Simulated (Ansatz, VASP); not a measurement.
Given: the input of a run of VASP 6.6.1 on SrCl2.

The input INCAR:

```
SYSTEM = SrCl2
  PREC = Accurate
  ENCUT = 520
  EDIFF = 1E-7
  ISMEAR = -1
  SIGMA = 0.05
  LREAL = .FALSE.
  LASPH = .TRUE.
  NELM = 80
  ALGO = Normal
  ISIF = 2
  LWAVE = .FALSE.
  LCHARG = .FALSE.
  GGA = CA
  NBANDS = 19
```

The input KPOINTS:

```
Automatic mesh
0
G
  6 6 6
  0 0 0
```

POSCAR

```
SrCl2
1.0
    0.0000000000      3.5114523289      3.5114523289
    3.5114523289      0.0000000000      3.5114523289
    3.5114523289      3.5114523289      0.0000000000
Sr Cl
1 2
Direct
    0.0000000000      0.0000000000      0.0000000000
    0.7500000000      0.7500000000      0.7500000000
    0.2500000000      0.2500000000      0.2500000000
```

Potentials or basis: VASP PAW LDA potentials, release 64 (Sr_sv, Cl).

Command:

```sh
$ cat potpaw_LDA.64/Sr_sv/POTCAR potpaw_LDA.64/Cl/POTCAR > POTCAR
$ mpirun -np 1 vasp_std > vasp.out
```

Set up the same calculation for Ansatz 0.2.0. Potentials there: Ansatz PAW.

As run (the cutoff follows the program's own potentials):

File input.yaml:

```yaml
crystal:
  lattice:
    - [0.0, 3.5114523289, 3.5114523289]
    - [3.5114523289, 0.0, 3.5114523289]
    - [3.5114523289, 3.5114523289, 0.0]
  atoms:
    - { symbol: Sr, position: [0.0, 0.0, 0.0] }
    - { symbol: Cl, position: [0.75, 0.75, 0.75] }
    - { symbol: Cl, position: [0.25, 0.25, 0.25] }
hamiltonian:
  xc: lda
  pseudopotentials: { kind: paw }
kpoints:
  mp_grid: { grid: [6, 6, 6] }
scf:
  occupations: { method: fermi_dirac, width: 0.05 }
output:
  forces: true
  stress: true
  eigenvalues: true
```

Potentials or basis: Ansatz PAW.

The run is started by

```bash
$ ansatz run input.yaml --threads 1 --pin off --max-ram 3584MiB --backend cpu --events-out ev --progress --plain --runs-dir out
```

Both were run:

|  | VASP | Ansatz | Ansatz less VASP |
| --- | --- | --- | --- |
| gap on the k mesh at the Fermi level (eV) | 4.81 | 4.81 | -0.006 |
| least direct gap on the mesh (eV) | 5.15 | 5.14 | -0.009 |
| pressure (GPa) | -3.3 | -3.4 | -0.11 |

LDA's correlation is that of Perdew and Zunger in VASP and of Perdew and Wang (1992) in Ansatz.
